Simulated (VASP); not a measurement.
# Si2Ni (Fm-3m) in VASP: single point with LDA

Aim: the single point of Si2Ni with LDA.

Everything below comes from runs of VASP 6.6.1. Logs are shortened: lines on timing, memory, paths and dates and some standing lists are left out, and cuts for length are marked.

**1. The cell of the first run**

The structure is cubic, space group Fm-3m (No. 225). Conventional cell: a = 5.406 Å, b = 5.406 Å, c = 5.406 Å, α = 90.00°, β = 90.00°, γ = 90.00°. Si (site symmetry -43m) has 4 Ni at 2.34 Å and 6 Si at 2.70 Å within 3.1 Å. Ni (site symmetry m-3m) has 8 Si at 2.34 Å within 3.1 Å.

**2. Single point, LDA**

The input, INCAR:

```
  PREC = Accurate
  ENCUT = 600
  EDIFF = 1E-6
  ISMEAR = -1
  SIGMA = 0.0272
  LREAL = F
  LASPH = T
  NELM = 120
  ALGO = Normal
  ISIF = 2
  LWAVE = F
  LCHARG = F
  GGA = CA
  NBANDS = 16
  GGA_COMPAT = F
```

The input, KPOINTS:

```
regular mesh
0
Gamma
  8 8 8
```

The input, POSCAR:

```
Si2Ni
1.0
    0.0000000000      2.7030000000      2.7030000000
    2.7030000000      0.0000000000      2.7030000000
    2.7030000000      2.7030000000      0.0000000000
Si Ni
2 1
Direct
    0.2500000000      0.2500000000      0.2500000000
    0.7500000000      0.7500000000      0.7500000000
    0.0000000000      0.0000000000      0.0000000000
```

Potentials or basis: VASP PAW LDA potentials, release 64 (Si, Ni).

On the command line:

```sh
cat potpaw_LDA.64/Si/POTCAR potpaw_LDA.64/Ni/POTCAR > POTCAR
mpirun -np 1 vasp_std > vasp.out
```

OUTCAR:

```text
PREC = Accurate
   ENCUT = 600
   EDIFF = 1E-6
   ISMEAR = -1
   LREAL = F
   LASPH = T
   NELM = 120
   ISIF = 2
   GGA = CA

 ion  position               nearest neighbor table
   1  0.250  0.250  0.250-   3 2.34   3 2.34   3 2.34   3 2.34   2 2.70   2 2.70   2 2.70   2 2.70
                             2 2.70   2 2.70
   2  0.750  0.750  0.750-   3 2.34   3 2.34   3 2.34   3 2.34   1 2.70   1 2.70   1 2.70   1 2.70
                             1 2.70   1 2.70
   3  0.000  0.000  0.000-   2 2.34   1 2.34   2 2.34   1 2.34   2 2.34   2 2.34   1 2.34   1 2.34

  LATTYP: Found a face centered cubic cell.
 ALAT       =     5.4060000000

  Lattice vectors:

 A1 = (   0.0000000000,   2.7030000000,   2.7030000000)
 A2 = (   2.7030000000,   0.0000000000,   2.7030000000)
 A3 = (   2.7030000000,   2.7030000000,   0.0000000000)

Analysis of symmetry for initial positions (statically):
=====================================================================
 Subroutine PRICEL returns:
 Original cell was already a primitive cell.

 Routine SETGRP: Setting up the symmetry group for a
 face centered cubic supercell.

 Subroutine GETGRP returns: Found 48 space group operations
 (whereof 48 operations were pure point group operations)
 out of a pool of 48 trial point group operations.

The static configuration has the point symmetry O_h .

Analysis of symmetry for dynamics (positions and initial velocities):
=====================================================================
 Subroutine PRICEL returns:
 Original cell was already a primitive cell.

 Routine SETGRP: Setting up the symmetry group for a
 face centered cubic supercell.

 Subroutine GETGRP returns: Found 48 space group operations
 (whereof 48 operations were pure point group operations)
 out of a pool of 48 trial point group operations.

The dynamic configuration has the point symmetry O_h .

 Subroutine INISYM returns: Found 48 space group operations
 (whereof 48 operations are pure point group operations),
 and found     1 'primitive' translations

----------------------------------------------------------------------------------------

                                     Primitive cell

  volume of cell :      39.4974

  direct lattice vectors                    reciprocal lattice vectors
     0.000000000  2.703000000  2.703000000    -0.184979652  0.184979652  0.184979652
     2.703000000  0.000000000  2.703000000     0.184979652 -0.184979652  0.184979652
     2.703000000  2.703000000  0.000000000     0.184979652  0.184979652 -0.184979652

  length of vectors
     3.822619259  3.822619259  3.822619259     0.320394156  0.320394156  0.320394156

  position of ions in fractional coordinates (direct lattice)
     0.250000000  0.250000000  0.250000000
     0.750000000  0.750000000  0.750000000
     0.000000000  0.000000000  0.000000000

  ion indices of the primitive-cell ions
   primitive index   ion index
                 1           1
                 2           2
                 3           3

----------------------------------------------------------------------------------------

 KPOINTS: regular mesh

Automatic generation of k-mesh.
 Grid dimensions read from file:
 generate k-points for:    8    8    8

 Generating k-lattice:

  Cartesian coordinates                     Fractional coordinates (reciprocal lattice)
    -0.023122457  0.023122457  0.023122457     0.125000000  0.000000000  0.000000000
     0.023122457 -0.023122457  0.023122457     0.000000000  0.125000000  0.000000000
     0.023122457  0.023122457 -0.023122457     0.000000000  0.000000000  0.125000000

  Length of vectors
     0.040049270  0.040049270  0.040049270

  Shift w.r.t. Gamma in fractional coordinates (k-lattice)
     0.000000000  0.000000000  0.000000000

 Subroutine IBZKPT returns following result:
 ===========================================

 Found     29 irreducible k-points:

 Following reciprocal coordinates:
            Coordinates               Weight
  0.000000  0.000000  0.000000      1.000000
  0.125000  0.000000  0.000000      8.000000
  0.250000  0.000000  0.000000      8.000000
  0.375000  0.000000  0.000000      8.000000
  0.500000  0.000000  0.000000      4.000000
  0.125000  0.125000  0.000000      6.000000
[... 16 lines left out ...]
  0.500000  0.250000  0.125000     48.000000
 -0.375000  0.250000  0.125000     24.000000
 [... further k-points ...]
   k-points           NKPTS =     29   k-points in BZ     NKDIM =     29   number of bands    NBANDS=     16
   number of dos      NEDOS =    301   number of ions     NIONS =      3
   total plane-waves  NPLWV =  32768
   dimension x,y,z NGX =    32 NGY =   32 NGZ =   32
   dimension x,y,z NGXF=    64 NGYF=   64 NGZF=   64
   ions per type =               2   1
   NGX,Y,Z   is equivalent  to a cutoff of  13.92, 13.92, 13.92 a.u.
   NGXF,Y,Z  is equivalent  to a cutoff of  27.83, 27.83, 27.83 a.u.
 SYSTEM =  unknown system
   PREC   = accura    normal or accurate (medium, high low for compatibility)
   ISTART =      0    job   : 0-new  1-cont  2-samecut
   ICHARG =      2    charge: 1-file 2-atom 10-const
   ISPIN  =      1    spin polarized calculation?
   LNONCOLLINEAR =      F non collinear calculations
   LSORBIT =      F    spin-orbit coupling
   LASPH  =      T    aspherical Exc in radial PAW
   ENCUT  =  600.0 eV  44.10 Ry    6.64 a.u.   7.63  7.63  7.63*2*pi/ulx,y,z
   NELM   =    120;   NELMIN=  2; NELMDL= -5     # of ELM steps
   EDIFF  = 0.1E-05   stopping-criterion for ELM
   LREAL  =      F    real-space projection
   EDIFFG = 0.1E-04   stopping-criterion for IOM
   NSW    =      0    number of steps for IOM
   IBRION =     -1    ionic relax: 0-MD 1-quasi-New 2-CG
   NFREE  =      0    steps in history (QN), initial steepest desc. (CG)
   ISIF   =      2    stress and relaxation
   ISYM   =      2    0-nonsym 1-usesym 2-fastsym
   POTIM  = 0.5000    time-step for ionic-motion
   TEBEG  =    0.0;   TEEND  =   0.0 temperature during run
   PSTRESS=    0.0 pullay stress
   NELECT =      18.0000    total number of electrons
   NUPDOWN=      -1.0000    fix difference up-down
   EMIN   =  10.00;   EMAX   =-10.00  energy-range for DOS
   EFERMI =   0.00;   METHOD = LEGACY
   ISMEAR =    -1;   SIGMA  =   0.03  broadening in eV -4-tet -1-fermi 0-gaus
   EFERMI_NEDOS =   21; number of points for ismear=-14 and -15
   IALGO  =     38    algorithm
   IMIX   =      4    mixing-type and parameters
     AMIX     =   0.40;   BMIX     =  1.00
     AMIX_MAG =   1.60;   BMIX_MAG =  1.00
  volume/ion in A,a.u.               =      13.17        88.85
  Fermi-wavevector in a.u.,A,eV,Ry     =   1.259823  2.380721 21.594550  1.587155
  Thomas-Fermi vector in A             =   2.393364
   LORBIT       =      0    0 simple, 1 ext, 2 COOP (PROOUT), +10 PAW based schemes
   GGA     = CA    functional components
   LHFCALC =     F    Hartree Fock is set to
   AEXX    =    0.0000 exact exchange contribution
   IVDW    =     0    specifies the selected vdW correction
   LEPSILON=     F    determine dielectric tensor
   LRPA    =     F    only Hartree local field effects (RPA)
 non-spin polarized calculation
  energy-cutoff  :      600.00
  volume of cell :       39.50
 maximum number of plane-waves:      1363
   NGX = 15   NGY = 15   NGZ = 15

 number of electron      18.0000004 magnetization

 Free energy of the ion-electron system (eV)
  ---------------------------------------------------
  ext. energy  EPLUGINS =         0.00000000
  ---------------------------------------------------
  free energy    TOTEN  =       -19.87676255 eV

  energy without entropy =      -19.87168546  energy(sigma->0) =      -19.87422400

 E-fermi :  10.2387     XC(G=0): -11.7573

 val. band max:       10.2299538056   @ k =   0.2500   0.0000   0.0000
 cond. band min:      10.2652652366   @ k =   0.3750   0.2500   0.0000
 fundamental gap:      0.0353114311
 Fermi energy:        10.2387042228

 k-point     1 :       0.0000    0.0000    0.0000
  band No.  band energies     occupation
      1      -3.4529      2.00000
      2       5.1145      2.00000
      3       5.1145      2.00000
      4       5.1145      2.00000
      5       6.8081      2.00000
      6       6.8081      2.00000
[... 8 lines left out ...]
     15      15.0400      0.00000
     16      15.0400      0.00000

 k-point     2 :       0.1250    0.0000    0.0000
  band No.  band energies     occupation
      1      -3.2220      2.00000
      2       4.6621      2.00000
      3       5.1862      2.00000
      4       5.1862      2.00000
      5       6.7691      2.00000
      6       6.7691      2.00000
[... 8 lines left out ...]
     15      14.5789      0.00000
     16      14.8108      0.00000

 k-point     3 :       0.2500    0.0000    0.0000
  band No.  band energies     occupation
      1      -2.5384      2.00000
      2       3.4574      2.00000
      3       5.3559      2.00000
      4       5.3559      2.00000
      5       6.7295      2.00000
      6       6.7295      2.00000
[... 8 lines left out ...]
     15      15.8162      0.00000
     16      16.4677      0.00000

 k-point     4 :       0.3750    0.0000    0.0000
  band No.  band energies     occupation
      1      -1.4371      2.00000
      2       1.8097      2.00000
      3       5.4964      2.00000
      4       5.4964      2.00000
      5       6.8397      2.00000
      6       6.8397      2.00000
[... 8 lines left out ...]
     15      17.8363      0.00000
     16      18.4009      0.00000
[... 324 lines left out ...]
 k-point    22 :       0.3750    0.2500    0.1250
  band No.  band energies     occupation
      1      -1.9397      2.00000
      2       3.2783      2.00000
      3       4.9741      2.00000
      4       5.5993      2.00000
      5       6.0675      2.00000
      6       6.9861      2.00000
[... 8 lines left out ...]
     15      17.4979      0.00000
     16      19.1110      0.00000

 k-point    23 :       0.5000    0.2500    0.1250
  band No.  band energies     occupation
      1      -0.8596      2.00000
      2       2.1130      2.00000
      3       4.7319      2.00000
      4       5.5116      2.00000
      5       5.9670      2.00000
      6       6.6456      2.00000
[... 8 lines left out ...]
     15      18.8982      0.00000
     16      19.5934      0.00000

 k-point    24 :      -0.3750    0.2500    0.1250
  band No.  band energies     occupation
      1       0.3557      2.00000
      2       0.7883      2.00000
      3       4.7495      2.00000
      4       5.1548      2.00000
      5       6.0345      2.00000
      6       6.7685      2.00000
[... 8 lines left out ...]
     15      17.0870      0.00000
     16      20.7051      0.00000

 [... further k-points ...]

------------------------ aborting loop because EDIFF is reached ----------------------------------------

  FORCE on cell =-STRESS in cart. coord.  units (eV):
  Direction    XX          YY          ZZ          XY          YZ          ZX
  --------------------------------------------------------------------------------------
  -------------------------------------------------------------------------------------
  Total       -1.1941159     -1.1941159     -1.1941159      0.0000000      0.0000000     -0.0000000
  in kB      -48.4383035    -48.4383035    -48.4383035      0.0000000      0.0000000     -0.0000000
  external PRESSURE =     -48.4383035 kB  Pullay stress =       0.0000000 kB

 VOLUME and BASIS-vectors are now :
 -----------------------------------------------------------------------------
  energy-cutoff  :      600.00
  volume of cell :       39.50
      direct lattice vectors                 reciprocal lattice vectors
     0.000000000  2.703000000  2.703000000    -0.184979652  0.184979652  0.184979652
     2.703000000  0.000000000  2.703000000     0.184979652 -0.184979652  0.184979652
     2.703000000  2.703000000  0.000000000     0.184979652  0.184979652 -0.184979652

 POSITION                                       TOTAL-FORCE (eV/Angst)
 -----------------------------------------------------------------------------------
      1.35150      1.35150      1.35150         0.000000      0.000000     -0.000000
      4.05450      4.05450      4.05450        -0.000000      0.000000     -0.000000
      0.00000      0.00000      0.00000         0.000000     -0.000000      0.000000
 -----------------------------------------------------------------------------------
    total drift:                                0.000000     -0.000000      0.000000

  FREE ENERGIE OF THE ION-ELECTRON SYSTEM (eV)
  ---------------------------------------------------
  free  energy   TOTEN  =       -19.8767625465 eV

  energy  without entropy=      -19.8716854572  energy(sigma->0) =      -19.87422400
```

It took 30 s on 1 thread of Intel Xeon 8259CL, shared host; peak memory 0.16 GiB.

Results:

| Quantity | Value |
| --- | --- |
| Free energy | -19.8768 eV |
| Pressure | -4.8 GPa |
| Band gap on the k mesh | zero (bands 9 and 10 overlap by 2.17 eV) |

Levels at points of the mesh, in eV from the Fermi level:
```
           k point  band 7  band 8  band 9  band 10  band 11  band 12
(0.00, 0.00, 0.00)   -0.27    1.81    1.81     1.81     2.40     2.40
(0.50, 0.00, 0.00)   -3.26   -1.30   -1.30     1.84     1.93     1.93
(0.50, 0.50, 0.00)   -3.56   -3.35   -3.03    -0.36     1.50     7.91
```

Caveat: the cell stands under tension.
